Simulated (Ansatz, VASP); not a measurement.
Given: the input of a run of Ansatz 0.2.0 on NaH.

input

```
crystal:
  lattice:
    - [0.0, 2.4721089453, 2.4721089453]
    - [2.4721089453, 0.0, 2.4721089453]
    - [2.4721089453, 2.4721089453, 0.0]
  atoms:
    - { symbol: Na, position: [0.0, 0.0, 0.0] }
    - { symbol: H, position: [0.5, 0.5, 0.5] }
hamiltonian:
  xc: pbe0
  pseudopotentials: { kind: paw }
kpoints:
  mp_grid: { grid: [6, 6, 6] }
scf:
  occupations: { method: fermi_dirac, width: 0.05 }
output:
  forces: true
  stress: true
  eigenvalues: true
```

Q: Translate it to VASP 6.6.1. Potentials there: VASP PAW PBE potentials, release 64 (Na_pv, H).

A: As run (the cutoff follows the program's own potentials):

File POSCAR:

```
NaH
1.0
    0.0000000000      2.4721089453      2.4721089453
    2.4721089453      0.0000000000      2.4721089453
    2.4721089453      2.4721089453      0.0000000000
Na H
1 1
Direct
    0.0000000000      0.0000000000      0.0000000000
    0.5000000000      0.5000000000      0.5000000000
```

Contents of INCAR.step1:

```
SYSTEM = NaH
  ALGO = Normal
  EDIFF = 1E-5
  ENCUT = 520
  GGA = PE
  ISIF = 2
  ISMEAR = -1
  LASPH = .True.
  LCHARG = .False.
  LREAL = .False.
  LWAVE = .True.
  NBANDS = 11
  NELM = 80
  PREC = Accurate
  SIGMA = 0.05
```

Contents of INCAR.step2:

```
SYSTEM = NaH
  AEXX = 0.25
  ALGO = Normal
  EDIFF = 1E-7
  ENCUT = 520
  GGA = PE
  ISIF = 2
  ISMEAR = -1
  ISTART = 1
  LASPH = .True.
  LCHARG = .False.
  LHFCALC = .True.
  LREAL = .False.
  LWAVE = .False.
  NBANDS = 11
  NELM = 80
  PREC = Accurate
  PRECFOCK = Normal
  SIGMA = 0.05
```

The input KPOINTS:

```
k-points
0
Gamma
  6 6 6
  0 0 0
```

Potentials or basis: VASP PAW PBE potentials, release 64 (Na_pv, H).

Launch:

```console
$ cat potpaw_PBE.64/Na_pv/POTCAR potpaw_PBE.64/H/POTCAR > POTCAR
$ cp INCAR.step1 INCAR
$ mpirun -np 1 vasp_std > vasp.out
$ cp INCAR.step2 INCAR
$ mpirun -np 1 vasp_std > vasp.out
```

Both were run:

|  | VASP | Ansatz | Ansatz less VASP |
| --- | --- | --- | --- |
| gap on the k mesh at the Fermi level (eV) | 5.44 | 5.43 | -0.007 |
| least direct gap on the mesh (eV) | 6.32 | 6.31 | -0.009 |
| pressure (GPa) | -1.8 | -1.7 | +0.02 |

With one functional, cell and mesh, what is left measures potentials, basis and numerics. VASP's potentials hold 8 valence electrons a cell and Ansatz's 10, so a difference there can come from the potentials and not from the codes.
